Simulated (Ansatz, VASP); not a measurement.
**Se: VASP beside Ansatz**

File INCAR:

```
SYSTEM = Se
PREC = Accurate ; ENCUT = 500
EDIFF = 1E-6 ; ISMEAR = 0
SIGMA = 0.01 ; LREAL = .FALSE.
LASPH = .TRUE. ; NELM = 120
ALGO = Normal ; ISIF = 2
LWAVE = .FALSE. ; LCHARG = .FALSE.
GGA = PE ; NBANDS = 16
GGA_COMPAT = .FALSE.
```

Contents of KPOINTS:

```
Automatic mesh
0
G
  5 5 4
  0 0 0
```

Contents of POSCAR:

```
Se
1.0
    4.1734896038      0.0000000000      0.0000000000
   -2.0867448019      3.6143481556      0.0000000000
    0.0000000000      0.0000000000      4.7429786023
Se
3
Direct
    0.2170000000      0.0000000000      0.1666666667
    0.0000000000      0.2170000000      0.8333333333
    0.7830000000      0.7830000000      0.5000000000
```

Input for Ansatz:

```yaml
crystal:
  lattice:
    - [4.173489603776825, 0.0, 0.0]
    - [-2.0867448018884125, 3.614348155569084, 0.0]
    - [0.0, 0.0, 4.742978602307879]
  atoms:
    - { symbol: Se, position: [0.217, 0.0, 0.16666666666666666] }
    - { symbol: Se, position: [0.0, 0.217, 0.8333333333333334] }
    - { symbol: Se, position: [0.783, 0.783, 0.5] }
basis:
  ecutwfc: 571.4391111657479
kpoints:
  mp_grid:
    grid: [5, 5, 4]
hamiltonian:
  xc: pbe
scf:
  occupations:
    method: fixed
output:
  stress: true
```

Alike in both runs: task single point; functional PBE; k mesh 5 × 5 × 4; no spin polarisation.

|  | VASP | Ansatz |
| --- | --- | --- |
| version | VASP 6.6.1 | Ansatz 0.2.0 |
| potentials or method | VASP PAW PBE potentials, release 64 (Se), cutoff 500 eV | plane waves, PAW |
| occupations | gaussian, width 0.01 eV | fixed |
| valence electrons in the cell | 18 | 48 |

Ansatz gave:

```
pressure (GPa)                                                : 17.1
traceless stress, the component that is largest in VASP (GPa) : 6.63
```

Problem. Which values does VASP return?

Solution. Pressure (GPa): 17.5; traceless stress, the component that is largest in VASP (GPa): 6.79.

VASP's potentials hold 18 valence electrons a cell and Ansatz's 48, so a difference there can come from the potentials and not from the codes.
